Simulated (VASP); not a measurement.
# BPH6 in VASP: notebook

Runs on BPH6. Level: PBE. Tasks: single point, relaxation of the atoms.

Program: VASP 6.6.1. These are calculated values, not measurements. Logs are shortened: lines on timing, memory, paths and dates and some standing lists are left out, and cuts for length are marked.

## Step 1: The cell of the first run

The cell holds a cluster in a box, 8 atoms: a = 10.600 Å, b = 10.900 Å, c = 11.200 Å, α = 90.00°, β = 90.00°, γ = 90.00°.

## Step 2: Single point, PBE

INCAR

```
SYSTEM = BPH6
ALGO = Normal
EDIFF = 1E-6
ENCUT = 520
GGA = PE
ISIF = 2
ISMEAR = 0
LASPH = .TRUE.
LCHARG = .FALSE.
LREAL = .FALSE.
LWAVE = .FALSE.
NBANDS = 17
NELM = 60
PREC = Accurate
SIGMA = 0.05
```

KPOINTS

```
k-points
0
G
  1 1 1
  0 0 0
```

POSCAR

```
BPH6
1.0
   10.6000000000      0.0000000000      0.0000000000
    0.0000000000     10.9000000000      0.0000000000
    0.0000000000      0.0000000000     11.2000000000
B P H
1 1 6
Direct
    0.5646590451      0.5628781896      0.5611920050
    0.4604470503      0.4615421638      0.4625782648
    0.6258821745      0.6224157765      0.4902821473
    0.6258789785      0.4900210308      0.6191391696
    0.4897449681      0.6224163641      0.6191369669
    0.5197402271      0.3790439080      0.3822789082
    0.3756160241      0.5191968692      0.3822767192
    0.3756137668      0.3790335591      0.5186847193
```

Potentials or basis: VASP PAW PBE potentials, release 64 (B, P, H).

Started as:

```console
cat potpaw_PBE.64/B/POTCAR potpaw_PBE.64/P/POTCAR potpaw_PBE.64/H/POTCAR > POTCAR
mpirun -np 1 vasp_gam > vasp.out
```

OUTCAR:

```text
SYSTEM = BPH6
   EDIFF = 1E-6
   ENCUT = 520
   GGA = PE
   ISIF = 2
   ISMEAR = 0
   LASPH = .TRUE.
   LREAL = .FALSE.
   NELM = 60
   PREC = Accurate

 ion  position               nearest neighbor table
   1  0.565  0.563  0.561-   5 1.21   4 1.21   3 1.21   2 1.91
   2  0.460  0.462  0.463-   8 1.42   7 1.42   6 1.42   1 1.91
   3  0.626  0.622  0.490-   1 1.21
   4  0.626  0.490  0.619-   1 1.21
   5  0.490  0.622  0.619-   1 1.21
   6  0.520  0.379  0.382-   2 1.42
   7  0.376  0.519  0.382-   2 1.42
   8  0.376  0.379  0.519-   2 1.42

  LATTYP: Found a simple orthorhombic cell.
 ALAT       =    10.6000000000
 B/A-ratio  =     1.0283018868
 C/A-ratio  =     1.0566037736

  Lattice vectors:

 A1 = (  10.6000000000,   0.0000000000,   0.0000000000)
 A2 = (   0.0000000000,  10.9000000000,   0.0000000000)
 A3 = (   0.0000000000,   0.0000000000,  11.2000000000)

Analysis of symmetry for initial positions (statically):
=====================================================================
 Subroutine PRICEL returns:
 Original cell was already a primitive cell.

 Routine SETGRP: Setting up the symmetry group for a
 simple orthorhombic supercell.

 Subroutine GETGRP returns: Found  1 space group operations
 (whereof  1 operations were pure point group operations)
 out of a pool of  8 trial point group operations.

The static configuration has the point symmetry C_1 .

Analysis of symmetry for dynamics (positions and initial velocities):
=====================================================================
 Subroutine PRICEL returns:
 Original cell was already a primitive cell.

 Routine SETGRP: Setting up the symmetry group for a
 simple orthorhombic supercell.

 Subroutine GETGRP returns: Found  1 space group operations
 (whereof  1 operations were pure point group operations)
 out of a pool of  8 trial point group operations.

The dynamic configuration has the point symmetry C_1 .

 Subroutine INISYM returns: Found  1 space group operations
 (whereof  1 operations are pure point group operations),
 and found     1 'primitive' translations

----------------------------------------------------------------------------------------

                                     Primitive cell

  volume of cell :    1294.0480

  direct lattice vectors                    reciprocal lattice vectors
    10.600000000  0.000000000  0.000000000     0.094339623  0.000000000  0.000000000
     0.000000000 10.900000000  0.000000000     0.000000000  0.091743119  0.000000000
     0.000000000  0.000000000 11.200000000     0.000000000  0.000000000  0.089285714

  length of vectors
    10.600000000 10.900000000 11.200000000     0.094339623  0.091743119  0.089285714

  position of ions in fractional coordinates (direct lattice)
     0.564659045  0.562878190  0.561192005
     0.460447050  0.461542164  0.462578265
     0.625882174  0.622415776  0.490282147
     0.625878978  0.490021031  0.619139170
     0.489744968  0.622416364  0.619136967
     0.519740227  0.379043908  0.382278908
     0.375616024  0.519196869  0.382276719
     0.375613767  0.379033559  0.518684719

  ion indices of the primitive-cell ions
   primitive index   ion index
                 1           1
                 2           2
                 3           3
                 4           4
                 5           5
                 6           6
                 7           7
                 8           8

----------------------------------------------------------------------------------------

 KPOINTS: k-points

Automatic generation of k-mesh.
 Grid dimensions read from file:
 generate k-points for:    1    1    1

 Generating k-lattice:

  Cartesian coordinates                     Fractional coordinates (reciprocal lattice)
     0.094339623  0.000000000  0.000000000     1.000000000  0.000000000  0.000000000
     0.000000000  0.091743119  0.000000000     0.000000000  1.000000000  0.000000000
     0.000000000  0.000000000  0.089285714     0.000000000  0.000000000  1.000000000

  Length of vectors
     0.094339623  0.091743119  0.089285714

  Shift w.r.t. Gamma in fractional coordinates (k-lattice)
     0.000000000  0.000000000  0.000000000

 Subroutine IBZKPT returns following result:
 ===========================================

 Found      1 irreducible k-points:

 Following reciprocal coordinates:
            Coordinates               Weight
  0.000000  0.000000  0.000000      1.000000
   k-points           NKPTS =      1   k-points in BZ     NKDIM =      1   number of bands    NBANDS=     17
   number of dos      NEDOS =    301   number of ions     NIONS =      8
   total plane-waves  NPLWV = 564480
   dimension x,y,z NGX =    80 NGY =   84 NGZ =   84
   dimension x,y,z NGXF=   160 NGYF=  168 NGZF=  168
   ions per type =               1   1   6
   NGX,Y,Z   is equivalent  to a cutoff of  12.55, 12.81, 12.47 a.u.
   NGXF,Y,Z  is equivalent  to a cutoff of  25.09, 25.62, 24.94 a.u.
 SYSTEM =  BPH6
   PREC   = accura    normal or accurate (medium, high low for compatibility)
   ISTART =      0    job   : 0-new  1-cont  2-samecut
   ICHARG =      2    charge: 1-file 2-atom 10-const
   ISPIN  =      1    spin polarized calculation?
   LNONCOLLINEAR =      F non collinear calculations
   LSORBIT =      F    spin-orbit coupling
   LASPH  =      T    aspherical Exc in radial PAW
   ENCUT  =  520.0 eV  38.22 Ry    6.18 a.u.  19.71 20.27 20.82*2*pi/ulx,y,z
   NELM   =     60;   NELMIN=  2; NELMDL= -5     # of ELM steps
   EDIFF  = 0.1E-05   stopping-criterion for ELM
   LREAL  =      F    real-space projection
   EDIFFG = 0.1E-04   stopping-criterion for IOM
   NSW    =      0    number of steps for IOM
   IBRION =     -1    ionic relax: 0-MD 1-quasi-New 2-CG
   NFREE  =      0    steps in history (QN), initial steepest desc. (CG)
   ISIF   =      2    stress and relaxation
   ISYM   =      2    0-nonsym 1-usesym 2-fastsym
   POTIM  = 0.5000    time-step for ionic-motion
   TEBEG  =    0.0;   TEEND  =   0.0 temperature during run
   PSTRESS=    0.0 pullay stress
   NELECT =      14.0000    total number of electrons
   NUPDOWN=      -1.0000    fix difference up-down
   EMIN   =  10.00;   EMAX   =-10.00  energy-range for DOS
   EFERMI =   0.00;   METHOD = LEGACY
   ISMEAR =     0;   SIGMA  =   0.05  broadening in eV -4-tet -1-fermi 0-gaus
   EFERMI_NEDOS =   21; number of points for ismear=-14 and -15
   IALGO  =     38    algorithm
   IMIX   =      4    mixing-type and parameters
     AMIX     =   0.40;   BMIX     =  1.00
     AMIX_MAG =   1.60;   BMIX_MAG =  1.00
  volume/ion in A,a.u.               =     161.76      1091.58
  Fermi-wavevector in a.u.,A,eV,Ry     =   0.362077  0.684226  1.783719  0.131100
  Thomas-Fermi vector in A             =   1.283082
   LORBIT       =      0    0 simple, 1 ext, 2 COOP (PROOUT), +10 PAW based schemes
   GGA     = PE    functional components
   LHFCALC =     F    Hartree Fock is set to
   AEXX    =    0.0000 exact exchange contribution
   IVDW    =     0    specifies the selected vdW correction
   LEPSILON=     F    determine dielectric tensor
   LRPA    =     F    only Hartree local field effects (RPA)
 non-spin polarized calculation
 Gauss-broadening in eV      SIGMA  =   0.05
  energy-cutoff  :      520.00
  volume of cell :     1294.05
 maximum number of plane-waves:     17448
 NGX is ok and might be reduce to    80
   NGX = 39   NGY = 41   NGZ = 41

 number of electron      13.9999997 magnetization

 Free energy of the ion-electron system (eV)
  ---------------------------------------------------
  ext. energy  EPLUGINS =         0.00000000
  ---------------------------------------------------
  free energy    TOTEN  =       -32.83429076 eV

  energy without entropy =      -32.83429076  energy(sigma->0) =      -32.83429076

 E-fermi :  -6.7991     XC(G=0):  -0.9715

 val. band max:       -7.0646271653   @ k =   0.0000   0.0000   0.0000
 cond. band min:      -0.7925713680   @ k =   0.0000   0.0000   0.0000
 fundamental gap:      6.2720557973
 Fermi energy:        -6.7991484515

 k-point     1 :       0.0000    0.0000    0.0000
  band No.  band energies     occupation
      1     -17.1672      2.00000
      2     -12.0622      2.00000
      3     -10.4201      2.00000
      4     -10.4198      2.00000
      5      -7.5443      2.00000
      6      -7.0658      2.00000
[... 9 lines left out ...]
     16       1.0751      0.00000
     17       1.6304      0.00000

------------------------ aborting loop because EDIFF is reached ----------------------------------------

  FORCE on cell =-STRESS in cart. coord.  units (eV):
  Direction    XX          YY          ZZ          XY          YZ          ZX
  --------------------------------------------------------------------------------------
  -------------------------------------------------------------------------------------
  Total       -0.1367585     -0.1381824     -0.1392132      0.0115408      0.0099126      0.0110072
  in kB       -0.1693225     -0.1710854     -0.1723616      0.0142888      0.0122729      0.0136282
  external PRESSURE =      -0.1709232 kB  Pullay stress =       0.0000000 kB

 VOLUME and BASIS-vectors are now :
 -----------------------------------------------------------------------------
  energy-cutoff  :      520.00
  volume of cell :     1294.05
      direct lattice vectors                 reciprocal lattice vectors
    10.600000000  0.000000000  0.000000000     0.094339623  0.000000000  0.000000000
     0.000000000 10.900000000  0.000000000     0.000000000  0.091743119  0.000000000
     0.000000000  0.000000000 11.200000000     0.000000000  0.000000000  0.089285714

 POSITION                                       TOTAL-FORCE (eV/Angst)
 -----------------------------------------------------------------------------------
      5.98539      6.13537      6.28535         0.003394      0.003301      0.003083
      4.88074      5.03081      5.18088        -0.036856     -0.036367     -0.036351
      6.63435      6.78433      5.49116         0.004142      0.003842     -0.007323
      6.63432      5.34123      6.93436         0.004139     -0.007208      0.003604
      5.19130      6.78434      6.93433        -0.006878      0.003829      0.003618
      5.50925      4.13158      4.28152        -0.013881      0.023109      0.023398
      3.98153      5.65925      4.28150         0.022931     -0.013711      0.023400
      3.98151      4.13147      5.80927         0.023008      0.023205     -0.013429
 -----------------------------------------------------------------------------------
    total drift:                                0.000379      0.000023      0.000233

  FREE ENERGIE OF THE ION-ELECTRON SYSTEM (eV)
  ---------------------------------------------------
  free  energy   TOTEN  =       -32.8342907567 eV

  energy  without entropy=      -32.8342907567  energy(sigma->0) =      -32.83429076
```

Run time: 73 s. Hardware: 1 thread of Intel Xeon 6975P-C (Granite Rapids), shared host; peak memory 0.98 GiB.

Results:

```yaml
Free_energy: -32.8343 eV
Largest_force: 0.063 eV/Å
Gap_between_the_frontier_levels: 6.27 eV
```

Forces in eV/Å, atoms in the order of the input:
```
B    0.003  0.003  0.003
P   -0.037 -0.036 -0.036
H    0.004  0.004 -0.007
H    0.004 -0.007  0.004
H   -0.007  0.004  0.004
H   -0.014  0.023  0.023
H    0.023 -0.014  0.023
H    0.023  0.023 -0.013
```

(Continued in part 2 of 2.)
